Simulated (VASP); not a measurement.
Wanted: the native input for a VASP 6.6.1 run.

| Item | Value |
| --- | --- |
| Task | single point |
| Functional | PBEsol |
| Potentials or basis | VASP PAW PBE potentials, release 64 (Sb) |
| Cutoff | 520 eV |
| k mesh | 15 × 15 × 4 |
| Occupations | fermi-dirac, width 0.1 eV |
| Spin | no spin polarisation |
| Dipole correction | no |
| Further INCAR settings | ALGO = Normal; EDIFF = 1e-06; NBANDS = 18 |

The structure of Sb lies in POSCAR:

```
Sb
1.0
    3.2915621278      0.0000000000      0.0000000000
   -1.6457810639      2.8505764208      0.0000000000
    0.0000000000      0.0000000000     11.1394246005
Sb
4
Direct
    0.0000000000      1.0000000000      0.0000000000
    0.0000000000      1.0000000000      0.5000000000
    0.3333333333      0.6666666667      0.2500000000
    0.6666666667      0.3333333333      0.7500000000
```

One way to write it, as run:

INCAR

```
SYSTEM = Sb
  PREC = Accurate
  ENCUT = 520
  EDIFF = 1E-6
  ISMEAR = -1
  SIGMA = 0.1
  LREAL = .False.
  LASPH = .True.
  NELM = 80
  ALGO = Normal
  ISIF = 2
  LWAVE = .False.
  LCHARG = .False.
  GGA = PS
  NBANDS = 18
```

KPOINTS

```
Automatic mesh
0
Gamma
  15 15 4
  0 0 0
```

Potentials or basis: VASP PAW PBE potentials, release 64 (Sb).

The run is started by

```console
$ cat potpaw_PBE.64/Sb/POTCAR > POTCAR
$ mpirun -np 1 vasp_std > vasp.out
```

Results of the run:

```
Pressure               : 0.2 GPa
Band gap on the k mesh : zero (band 10 reaches 13.61 eV, above the bottom of band 11 at 6.07 eV)
```

Caveat: the PAW data sets were made with another functional, which shifts forces and pressure a little; spin-orbit coupling is left out, which moves the levels of the heavy elements.

Run time: 66 s on 1 thread of Intel(R) Xeon(R) Platinum 8259CL CPU @ 2.50GHz (Skylake/Cascade Lake), with other jobs on the host, peak memory 0.27 GiB.
